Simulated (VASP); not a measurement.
Here is a VASP 6.6.1 calculation.

The input INCAR:

```
SYSTEM = Be3Te2S
ALGO = Normal ; EDIFF = 1E-7
EDIFFG = -0.025 ; ENCUT = 600
GGA = PE ; IBRION = 2
ISIF = 3 ; ISMEAR = 0
LASPH = .True. ; LCHARG = .False.
LREAL = .False. ; LWAVE = .False.
NELM = 80 ; NSW = 80
PREC = Accurate ; SIGMA = 0.1
```

Contents of KPOINTS:

```
k-points
0
Gamma
  4 2 4
  0 0 0
```

File POSCAR:

```
Be3Te2S
1.0
    3.9098943654     -0.0083572475     -5.5031386441
   -3.8083808933      0.0423636950     -5.4309689763
    1.9169586466      5.7044703668     -2.7696767820
Be Te S
6 4 2
Direct
    0.7648198832      0.6137893250      0.7128509515
    0.2650585075      0.1007514549      0.7013224972
    0.4656841776      0.6235468090      0.2867163862
    0.9661000196      0.1056714037      0.2882767765
    0.1405444654      0.6556755953      0.9951826481
    0.6419961607      0.1354887564      0.0052419178
    0.8356181502      0.5016587310      0.3327054943
    0.3402770047     -0.0039835652      0.3320661532
    0.1583277096      0.5012497368      0.6821702750
    0.6712539820      0.0079220040      0.6691349622
    0.5016868542      0.5065287464     -0.0066918585
   -0.0013669145      0.0017010027      0.0010237965
```

Potentials or basis: VASP PAW PBE potentials, release 64 (Be, Te, S).

The run is started by

```bash
$ cat potpaw_PBE.64/Be/POTCAR potpaw_PBE.64/Te/POTCAR potpaw_PBE.64/S/POTCAR > POTCAR
$ mpirun -np 1 vasp_std > vasp.out
```

Task: What does it give for the band gap on the k mesh?

Result: 1.71 eV.

Task: Estimate the relaxed volume.

Result: 19.75 Å³/atom.

Forces in eV/Å, atoms in the order of the input:
```
Be  -0.004  0.002 -0.002
Be  -0.010  0.006 -0.005
Be  -0.001 -0.001 -0.008
Be  -0.003 -0.004  0.004
Be   0.004  0.003  0.006
Be   0.011  0.002  0.001
Te   0.000 -0.005  0.006
Te   0.009  0.006  0.003
Te  -0.009 -0.004 -0.003
Te  -0.001 -0.002 -0.001
S   -0.001 -0.004  0.003
S    0.006  0.000 -0.003
```

Caveat: the k points lie up to 0.50 Å⁻¹ apart in the final cell; spin-orbit coupling is left out, which moves the levels of the heavy elements. A k mesh can miss the band edges.
